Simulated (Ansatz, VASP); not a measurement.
This is a calculation of Sb for VASP 6.6.1.

Contents of POSCAR:

```
Sb
1.0
    3.1600000000      0.0000000000      0.0000000000
    0.0000000000      3.1600000000      0.0000000000
    0.0000000000      0.0000000000      3.1600000000
Sb
1
Direct
    0.0000000000      0.0000000000      0.0000000000
```

The input INCAR.step1:

```
  ALGO = Normal
  EDIFF = 1E-5
  ENCUT = 520
  GGA = PE
  ISIF = 2
  ISMEAR = -1
  LASPH = T
  LCHARG = F
  LREAL = F
  LWAVE = T
  NBANDS = 8
  NELM = 60
  PREC = Accurate
  SIGMA = 0.05
```

Contents of INCAR.step2:

```
  ALGO = Normal
  EDIFF = 1E-6
  ENCUT = 520
  GGA = PE
  HFSCREEN = 0.2079
  ISIF = 2
  ISMEAR = -1
  ISTART = 1
  LASPH = T
  LCHARG = F
  LHFCALC = T
  LREAL = F
  LWAVE = F
  NBANDS = 8
  NELM = 60
  PREC = Accurate
  PRECFOCK = Normal
  SIGMA = 0.05
```

The input KPOINTS:

```
k-points
0
Gamma
  6 6 6
```

Potentials or basis: VASP PAW PBE potentials, release 64 (Sb).

Command:

```sh
$ cat potpaw_PBE.64/Sb/POTCAR > POTCAR
$ cp INCAR.step1 INCAR
$ mpirun -np 1 vasp_std > vasp.out
$ cp INCAR.step2 INCAR
$ mpirun -np 1 vasp_std > vasp.out
```

Q: Set up the same calculation for Ansatz 0.2.0. Potentials there: all-electron PAW datasets made for the crystal.

A: As run (the cutoff follows the program's own potentials):

Contents of input.yaml:

```yaml
crystal:
  lattice:
    - [3.16, 0.0, 0.0]
    - [0.0, 3.16, 0.0]
    - [0.0, 0.0, 3.16]
  atoms:
    - { symbol: Sb, position: [0.0, 0.0, 0.0] }
kpoints:
  mp_grid: { grid: [6, 6, 6] }
scf:
  occupations: { method: fermi_dirac, width: 0.05 }
hamiltonian:
  xc: hse06
  pseudopotentials: { kind: all_electron, datasets: crystal }
output:
  forces: true
  stress: true
```

Potentials or basis: all-electron PAW datasets made for the crystal.

Command:

```bash
$ ansatz run input.yaml --threads 2 --pin off --max-ram 8192MiB --backend cpu --events-out ev --progress --plain --runs-dir out
```

Both were run:

|  | VASP | Ansatz | Ansatz less VASP |
| --- | --- | --- | --- |
| gap on the k mesh at the Fermi level (eV) | none | none | - |
| pressure (GPa) | -4.1 | -3.3 | +0.86 |

A gap of «none» marks a metal or a gap that the smearing closes. Ansatz ran all-electron here, and VASP with PAW potentials.

Neither program's run includes spin-orbit coupling. Noted on Ansatz's run: the k mesh is thin for a metal, which can move the energy by tens of meV per atom; the program warned that the printed levels may be off, so bands, gaps and densities of states are rough.
